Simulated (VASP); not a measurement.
# SiGe (R-3m) in VASP: notebook

The runs below take SiGe through single point, with r2SCAN, HSE06.

Everything below comes from runs of VASP 6.6.1. Logs are shortened: lines on timing, memory, paths and dates and some standing lists are left out, and cuts for length are marked.

## 1. The cell of the first run

It takes space group R-3m (No. 166, trigonal). Conventional cell: a = 3.925 Å, b = 3.925 Å, c = 19.232 Å, α = 90.00°, β = 90.00°, γ = 120.00°. Within 3.2 Å of Si (site symmetry 3m) lie 3 Si at 2.39 Å and 1 Ge at 2.40 Å. Within 3.2 Å of Ge (site symmetry 3m) lie 1 Si at 2.40 Å and 3 Ge at 2.42 Å.

## 2. Single point, r2SCAN

Input file POSCAR:

```
SiGe
1.0
    1.9627184945      1.1331760511      6.4105976063
   -1.9627184945      1.1331760511      6.4105976063
    0.0000000000     -2.2663521023      6.4105976063
Si Ge
2 2
Direct
    0.1861189418      0.1861189418      0.1861189418
    0.8138810582      0.8138810582      0.8138810582
    0.6889769731      0.6889769731      0.6889769731
    0.3110230269      0.3110230269      0.3110230269
```

Input file INCAR.step1:

```
SYSTEM = SiGe
  ALGO = Normal
  EDIFF = 1E-4
  ENCUT = 520
  GGA = PE
  ISMEAR = 0
  LASPH = .TRUE.
  LCHARG = .FALSE.
  LREAL = .FALSE.
  LWAVE = .TRUE.
  NBANDS = 26
  NELM = 80
  PREC = Accurate
  SIGMA = 0.01
```

Input file INCAR.step2:

```
SYSTEM = SiGe
  ALGO = Normal
  EDIFF = 1E-6
  ENCUT = 520
  ISIF = 2
  ISMEAR = 0
  ISTART = 1
  LASPH = .TRUE.
  LCHARG = .TRUE.
  LELF = .TRUE.
  LMIXTAU = .TRUE.
  LREAL = .FALSE.
  LVHAR = .TRUE.
  LWAVE = .FALSE.
  METAGGA = R2SCAN
  NBANDS = 26
  NELM = 80
  PREC = Accurate
  SIGMA = 0.01
```

Input file KPOINTS:

```
k-points
0
G
  4 4 4
  0 0 0
```

Potentials or basis: VASP PAW PBE potentials, release 64 (Si, Ge_d).

Started as:

```bash
cat potpaw_PBE.64/Si/POTCAR potpaw_PBE.64/Ge_d/POTCAR > POTCAR
cp INCAR.step1 INCAR
mpirun -np 1 vasp_std > vasp.out
cp INCAR.step2 INCAR
mpirun -np 1 vasp_std > vasp.out
```

OUTCAR:

```text
SYSTEM = SiGe
   EDIFF = 1E-6
   ENCUT = 520
   ISIF = 2
   ISMEAR = 0
   ISTART = 1
   LASPH = .TRUE.
   LREAL = .FALSE.
   METAGGA = R2SCAN
   NELM = 80
   PREC = Accurate

 ion  position               nearest neighbor table
   1  0.186  0.186  0.186-   2 2.39   2 2.39   2 2.39   4 2.40
   2  0.814  0.814  0.814-   1 2.39   1 2.39   1 2.39   3 2.40
   3  0.689  0.689  0.689-   2 2.40   4 2.42   4 2.42   4 2.42
   4  0.311  0.311  0.311-   1 2.40   3 2.42   3 2.42   3 2.42

  LATTYP: Found a trigonal (rhomboedric) cell.
 ALAT       =     6.7994200871
 COS(alpha) =     0.8333511667

  Lattice vectors:

 A1 = (   1.9627184945,   1.1331760511,   6.4105976063)
 A2 = (  -1.9627184945,   1.1331760511,   6.4105976063)
 A3 = (   0.0000000000,  -2.2663521023,   6.4105976063)

Analysis of symmetry for initial positions (statically):
=====================================================================
 Subroutine PRICEL returns:
 Original cell was already a primitive cell.

 Routine SETGRP: Setting up the symmetry group for a
 trigonal (rhombohedral) supercell.

 Subroutine GETGRP returns: Found 12 space group operations
 (whereof 12 operations were pure point group operations)
 out of a pool of 12 trial point group operations.

The static configuration has the point symmetry D_3d.

Analysis of symmetry for dynamics (positions and initial velocities):
=====================================================================
 Subroutine PRICEL returns:
 Original cell was already a primitive cell.

 Routine SETGRP: Setting up the symmetry group for a
 trigonal (rhombohedral) supercell.

 Subroutine GETGRP returns: Found 12 space group operations
 (whereof 12 operations were pure point group operations)
 out of a pool of 12 trial point group operations.

The dynamic configuration has the point symmetry D_3d.

 Subroutine INISYM returns: Found 12 space group operations
 (whereof 12 operations are pure point group operations),
 and found     1 'primitive' translations

----------------------------------------------------------------------------------------

                                     Primitive cell

  volume of cell :      85.5471

  direct lattice vectors                    reciprocal lattice vectors
     1.962718495  1.133176051  6.410597606     0.254748708  0.147079235  0.051997232
    -1.962718495  1.133176051  6.410597606    -0.254748708  0.147079235  0.051997232
[... 70 lines left out ...]
   ICHARG =      0    charge: 1-file 2-atom 10-const
   ISPIN  =      1    spin polarized calculation?
   LNONCOLLINEAR =      F non collinear calculations
   LSORBIT =      F    spin-orbit coupling
   LASPH  =      T    aspherical Exc in radial PAW
   ENCUT  =  520.0 eV  38.22 Ry    6.18 a.u.  12.64 12.64 12.64*2*pi/ulx,y,z
   NELM   =     80;   NELMIN=  2; NELMDL=  0     # of ELM steps
   EDIFF  = 0.1E-05   stopping-criterion for ELM
   LREAL  =      F    real-space projection
[... 7 lines left out ...]
   TEBEG  =    0.0;   TEEND  =   0.0 temperature during run
   PSTRESS=    0.0 pullay stress
   NELECT =      36.0000    total number of electrons
   NUPDOWN=      -1.0000    fix difference up-down
   EMIN   =  10.00;   EMAX   =-10.00  energy-range for DOS
   EFERMI =   0.00;   METHOD = LEGACY
   ISMEAR =     0;   SIGMA  =   0.01  broadening in eV -4-tet -1-fermi 0-gaus
   EFERMI_NEDOS =   21; number of points for ismear=-14 and -15
   IALGO  =     38    algorithm
   IMIX   =      4    mixing-type and parameters
     AMIX     =   0.40;   BMIX     =  1.00
     AMIX_MAG =   1.60;   BMIX_MAG =  1.00
  volume/ion in A,a.u.               =      21.39       144.33
  Fermi-wavevector in a.u.,A,eV,Ry     =   1.226800  2.318317 20.477305  1.505039
  Thomas-Fermi vector in A             =   2.361788
   LORBIT       =      0    0 simple, 1 ext, 2 COOP (PROOUT), +10 PAW based schemes
   METAGGA = R2SCAN    functional components
   LHFCALC =     F    Hartree Fock is set to
   AEXX    =    0.0000 exact exchange contribution
   IVDW    =     0    specifies the selected vdW correction
   LEPSILON=     F    determine dielectric tensor
   LRPA    =     F    only Hartree local field effects (RPA)
 non-spin polarized calculation
 Gauss-broadening in eV      SIGMA  =   0.01
  energy-cutoff  :      520.00
  volume of cell :       85.55
 maximum number of plane-waves:      2333
 NGX is ok and might be reduce to    54
   NGX = 25   NGY = 25   NGZ = 25

 number of electron      36.0000000 magnetization

 Free energy of the ion-electron system (eV)
  ---------------------------------------------------
  ext. energy  EPLUGINS =         0.00000000
  ---------------------------------------------------
  free energy    TOTEN  =       -45.02684513 eV

  energy without entropy =      -45.02684513  energy(sigma->0) =      -45.02684513

 E-fermi :   5.4092     XC(G=0): -10.3477

 val. band max:        5.3368322898   @ k =   0.0000   0.0000   0.0000
 cond. band min:       6.1085212189   @ k =   0.5000   0.5000   0.0000
 fundamental gap:      0.7716889291
 Fermi energy:         5.4091667981

 k-point     1 :       0.0000    0.0000    0.0000
  band No.  band energies     occupation
      1     -19.9447      2.00000
      2     -19.9447      2.00000
      3     -19.8585      2.00000
      4     -19.8585      2.00000
      5     -19.7894      2.00000
      6     -19.7888      2.00000
[... 366 lines left out ...]
     25      11.7271      0.00000
     26      12.2197      0.00000

------------------------ aborting loop because EDIFF is reached ----------------------------------------

  FORCE on cell =-STRESS in cart. coord.  units (eV):
  Direction    XX          YY          ZZ          XY          YZ          ZX
  --------------------------------------------------------------------------------------
  -------------------------------------------------------------------------------------
  Total        0.2845455      0.2845455     -0.4603111     -0.0000000      0.0000000      0.0000000
  in kB        5.3291407      5.3291407     -8.6209850     -0.0000000      0.0000000      0.0000000
  external PRESSURE =       0.6790988 kB  Pullay stress =       0.0000000 kB

 VOLUME and BASIS-vectors are now :
 -----------------------------------------------------------------------------
  energy-cutoff  :      520.00
  volume of cell :       85.55
      direct lattice vectors                 reciprocal lattice vectors
     1.962718495  1.133176051  6.410597606     0.254748708  0.147079235  0.051997232
    -1.962718495  1.133176051  6.410597606    -0.254748708  0.147079235  0.051997232
     0.000000000 -2.266352102  6.410597606     0.000000000 -0.294158470  0.051997232

 POSITION                                       TOTAL-FORCE (eV/Angst)
 -----------------------------------------------------------------------------------
      0.00000     -0.00000      3.57940         0.000000      0.000000     -0.025151
      0.00000     -0.00000     15.65239         0.000000     -0.000000      0.025151
      0.00000     -0.00000     13.25026         0.000000     -0.000000      0.013194
      0.00000     -0.00000      5.98153         0.000000      0.000000     -0.013194
 -----------------------------------------------------------------------------------
    total drift:                               -0.000000      0.000000     -0.000000

  FREE ENERGIE OF THE ION-ELECTRON SYSTEM (eV)
  ---------------------------------------------------
  free  energy   TOTEN  =       -45.0268451324 eV

  energy  without entropy=      -45.0268451324  energy(sigma->0) =      -45.02684513
```

OUTCAR.step1:

```text
SYSTEM = SiGe
   EDIFF = 1E-4
   ENCUT = 520
   GGA = PE
   ISMEAR = 0
   LASPH = .TRUE.
   LREAL = .FALSE.
   NELM = 80
[... 591 lines left out ...]
      0.00000     -0.00000     15.65239         0.000000     -0.000000      0.077363
      0.00000     -0.00000     13.25026         0.000000     -0.000000      0.072123
      0.00000     -0.00000      5.98153         0.000000      0.000000     -0.072123
 -----------------------------------------------------------------------------------
    total drift:                               -0.000000      0.000000     -0.000000

  FREE ENERGIE OF THE ION-ELECTRON SYSTEM (eV)
  ---------------------------------------------------
  free  energy   TOTEN  =       -19.5614092407 eV

  energy  without entropy=      -19.5614092407  energy(sigma->0) =      -19.56140924
```

Run time: 10 min. Hardware: 1 thread of Intel Xeon 8259CL, shared host; peak memory 0.42 GiB.

Results:

| Property | Result |
| --- | --- |
| Free energy | -45.0268 eV |
| Pressure | 0.1 GPa |
| Largest force | 0.025 eV/Å |
| Band gap on the k mesh | 0.77 eV (least direct gap 0.80 eV) |

Forces on the atoms (eV/Å):
```
Si   0.000  0.000 -0.025
Si   0.000  0.000  0.025
Ge   0.000  0.000  0.013
Ge   0.000  0.000 -0.013
```

Levels at points of the mesh, in eV from the valence-band top:
| k point | band 16 | band 17 | band 18 | band 19 | band 20 | band 21 |
| --- | --- | --- | --- | --- | --- | --- |
| (0.00, 0.00, 0.00) | -0.11 | 0.00 | 0.00 | 0.80 | 2.14 | 2.50 |
| (0.50, 0.00, 0.00) | -3.82 | -2.74 | -2.32 | 1.24 | 2.03 | 4.44 |
| (0.50, 0.50, 0.00) | -3.22 | -1.49 | -1.45 | 0.77 | 0.83 | 1.04 |
| (0.50, 0.50, 0.50) | -1.32 | -0.65 | -0.65 | 1.54 | 1.62 | 3.26 |

Caveat: the k points lie up to 0.47 Å⁻¹ apart; the PAW data sets were made with another functional, which shifts forces and pressure a little.

(Continued in part 2 of 2.)
